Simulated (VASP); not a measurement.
A run of VASP 6.6.1:

File INCAR:

```
ALGO = Normal ; EDIFF = 1E-6
EDIFFG = -0.005 ; ENCUT = 600
GGA = PE ; IBRION = 2
ISIF = 3 ; ISMEAR = -1
LASPH = T ; LCHARG = F
LREAL = F ; LWAVE = F
NELM = 100 ; NSW = 32
PREC = Accurate ; PSTRESS = 230.0
SIGMA = 0.05
```

Contents of KPOINTS:

```
k-points
0
Gamma
  15 15 15
```

POSCAR

```
Yb
1.0
   -1.7545923002      1.7545923002      1.7545923002
    1.7545923002     -1.7545923002      1.7545923002
    1.7545923002      1.7545923002     -1.7545923002
Yb
1
Direct
    0.0000000000      0.0000000000      0.0000000000
```

Potentials or basis: VASP PAW PBE potentials, release 64 (Yb).

The run is started by

```sh
$ cat potpaw_PBE.64/Yb/POTCAR > POTCAR
$ mpirun -np 1 vasp_std > vasp.out
```

Hardware: 1 thread of Intel(R) Xeon(R) Platinum 8259CL CPU @ 2.50GHz (Skylake/Cascade Lake), on a shared host.

**Question.** How long does it take, and how much memory?

**Answer.** Wall time 4.2 min on 1 thread of Intel(R) Xeon(R) Platinum 8259CL CPU @ 2.50GHz (Skylake/Cascade Lake), on a shared host, peak memory 0.2 GiB. Counts: scf iterations 93, k points 120, ion steps 9.
